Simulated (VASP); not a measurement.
The system is AlN.

```xyz
2
Lattice="0.0000 2.0345 2.0345 2.0345 0.0000 2.0345 2.0345 2.0345 0.0000" Properties=species:S:1:pos:R:3 pbc="T T T"
Al    2.0345    2.0345    2.0345
N     0.0000    0.0000    0.0000
```

Base run:

```yaml
Program: VASP 6.6.1
Functional: HSE06
Potentials_or_basis: VASP PAW PBE potentials, release 64 (Al, N)
Cutoff: 520 eV
k_mesh: 8 × 8 × 8
Occupations: fermi-dirac, width 0.05 eV
Spin: no spin polarisation
```

Its results: band gap on the k mesh 5.77 eV (least direct gap 6.90 eV); pressure -7.5 GPa.

The run is repeated on the same cell with these changes: functional from HSE06 to PBE. What comes out?

Band gap on the k mesh 4.42 eV (least direct gap 5.41 eV); pressure 0.0 GPa.

Caveats: the cell stands under tension (at least some runs); the PAW data sets were made with another functional, which shifts forces and pressure a little (at least some runs).

A k mesh can miss the band edges.
